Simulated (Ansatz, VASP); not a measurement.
# One calculation of Hf3C2, two programs

```
Hf C
1.0
     2.84996   -4.92667    0.00315
     2.84996    4.92667    0.00315
    -1.92485    0.00000    5.35499
Hf C
6 4
Direct
  0.26293 0.26293 0.25540
  0.73707 0.73707 0.74460
  0.09123 0.41290 0.73573
  0.90877 0.58710 0.26427
  0.41290 0.09123 0.73573
  0.58710 0.90877 0.26427
  0.50000 0.50000 0.00000
  0.33380 0.66620 0.50000
  0.66620 0.33380 0.50000
  0.00000 0.00000 0.50000
```

Alike in both runs: functional PBE; k mesh 8 × 8 × 6; occupations gaussian, width 0.1 eV; no spin polarisation.

Ansatz relaxed the structure, and its values are those at the end. VASP's run is a single point on that final structure, the one shown.

```csv
,VASP,Ansatz
version,VASP 6.6.1,Ansatz 0.2.0
potentials or method,"VASP PAW PBE potentials, release 64 (Hf_pv, C), cutoff 520 eV","scalar-relativistic, plane waves, PAW"
valence electrons in the cell,76,172
```

|  | VASP | Ansatz | Ansatz less VASP |
| --- | --- | --- | --- |
| gap on the k mesh at the Fermi level (eV) | none | none | - |
| pressure (GPa) | -0.7 | 0.0 | +0.66 |
| rms of the force components (eV/Å) | 0.026 | 0.003 | -0.0238 |

A gap of «none» marks a metal or a gap that the smearing closes. VASP's potentials hold 76 valence electrons a cell and Ansatz's 172, so a difference there can come from the potentials and not from the codes. Ansatz's warnings: eigensolver not converged, forces off the residual converged image.

Spin-orbit coupling is off throughout.
